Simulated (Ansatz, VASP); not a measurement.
ScInS3: VASP beside Ansatz

Contents of INCAR:

```
ALGO = Normal
EDIFF = 1E-6
EDIFFG = -0.01
ENCUT = 600
GGA = PE
IBRION = 2
ISIF = 3
ISMEAR = 0
LASPH = T
LCHARG = F
LREAL = F
LWAVE = F
NELM = 100
NSW = 100
PREC = Accurate
SIGMA = 0.1
```

The input KPOINTS:

```
k-points
0
Gamma
  8 8 6
```

File POSCAR:

```
ScInS3
1.0
    4.5073489760      0.0000000000      0.0000000000
    0.0000000000      4.5073489760      0.0000000000
    0.0000000000      0.0000000000      6.3165541474
Sc In S
1 1 3
Direct
    0.5000000000      0.5000000000      0.4777505506
    0.0000000000      0.0000000000      0.0744487789
    0.5000000000      0.0000000000      0.2771235077
    0.0000000000      0.5000000000      0.2771235077
    0.0000000000      0.0000000000      0.6939536151
```

Input for Ansatz:

```yaml
crystal:
  lattice:
    - [4.507348976, 0.0, 0.0]
    - [0.0, 4.507348976, 0.0]
    - [0.0, 0.0, 6.3165541474]
  atoms:
    - { symbol: Sc, position: [0.5, 0.5, 0.4777505506] }
    - { symbol: In, position: [0.0, 0.0, 0.0744487789] }
    - { symbol: S, position: [0.5, 0.0, 0.2771235077] }
    - { symbol: S, position: [0.0, 0.5, 0.2771235077] }
    - { symbol: S, position: [0.0, 0.0, 0.6939536151] }
basis:
  ecutwfc: 420
kpoints:
  mp_grid: { grid: [8, 8, 6] }
hamiltonian:
  xc: pbe
scf:
  occupations: { method: gaussian, width: 0.1 }
output:
  forces: true
  stress: true
  eigenvalues: true
relax:
  adjacent_minimum: "off"
  f_tol: 0.01
  max_steps: 80
  cell: { stress_tol: 0.05 }
```

Change from the starting cell: species swapped into the CeSiPt3 type (P4mm, No. 99).

Alike in both runs: task relaxation of cell and atoms; functional PBE; k mesh 8 × 8 × 6; occupations gaussian, width 0.1 eV; no spin polarisation.

|  | VASP | Ansatz |
| --- | --- | --- |
| version | VASP 6.6.1 | Ansatz 0.2.0 |
| potentials or method | VASP PAW PBE potentials, release 64 (Sc_sv, In_d, S), cutoff 600 eV | scalar-relativistic, plane waves, PAW |
| valence electrons in the cell | 42 | 42 |

Ansatz gave:

```
gap on the k mesh at the Fermi level, each at its own relaxed structure (eV) : none
relaxed volume (Å³/atom)                                                     : 25.69
relaxed cell length with the largest relative difference (Å)                 : 6.314
```

**Question.** Which values does VASP return?

**Answer.** gap on the k mesh at the Fermi level, each at its own relaxed structure (eV): none; relaxed volume (Å³/atom): 25.69; relaxed cell length with the largest relative difference (Å): 6.312.

A gap of «none» marks a metal or a gap that the smearing closes.
